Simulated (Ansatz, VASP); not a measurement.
One calculation of Ca, two programs

The input INCAR:

```
PREC = Accurate ; ENCUT = 520
EDIFF = 1E-8 ; ISMEAR = -1
SIGMA = 0.05 ; LREAL = False
LASPH = True ; NELM = 80
ALGO = Normal ; ISIF = 2
LWAVE = False ; LCHARG = False
GGA = PS ; LEFG = True
NBANDS = 11
```

File KPOINTS:

```
Automatic mesh
0
Gamma
  11 11 11
```

File POSCAR:

```
Ca
1.0
    0.0000000000      2.7754464148      2.7754464148
    2.7754464148      0.0000000000      2.7754464148
    2.7754464148      2.7754464148      0.0000000000
Ca
1
Direct
    0.0000000000      0.0000000000      0.0000000000
```

Input for Ansatz:

```yaml
crystal:
  lattice:
    - [0.0, 2.7754464148, 2.7754464148]
    - [2.7754464148, 0.0, 2.7754464148]
    - [2.7754464148, 2.7754464148, 0.0]
  atoms:
    - { symbol: Ca, position: [0.0, 0.0, 0.0] }
kpoints:
  mp_grid: { grid: [11, 11, 11] }
scf:
  occupations: { method: fermi_dirac, width: 0.05 }
hamiltonian:
  xc: pbesol
  pseudopotentials: { kind: all_electron, datasets: crystal }
output:
  forces: true
  stress: true
  eigenvalues: true
  efg: { contact_densities: true }
```

Change from the starting cell: volume scaled by 0.98, crystal datasets.

Alike in both runs: task electric field gradients; functional PBEsol; k mesh 11 × 11 × 11; occupations fermi-dirac, width 0.05 eV; no spin polarisation.

|  | VASP | Ansatz |
| --- | --- | --- |
| version | VASP 6.6.1 | Ansatz 0.2.0 |
| potentials or method | VASP PAW PBE potentials, release 64 (Ca_sv), cutoff 520 eV | all-electron PAW with datasets made for the crystal, scalar-relativistic |

```tsv
	VASP	Ansatz	Ansatz less VASP
pressure (GPa)	-0.9	-0.9	-0.01
```

VASP's potentials were made for PBE, not for PBEsol. Ansatz ran all-electron here, and VASP with PAW potentials.
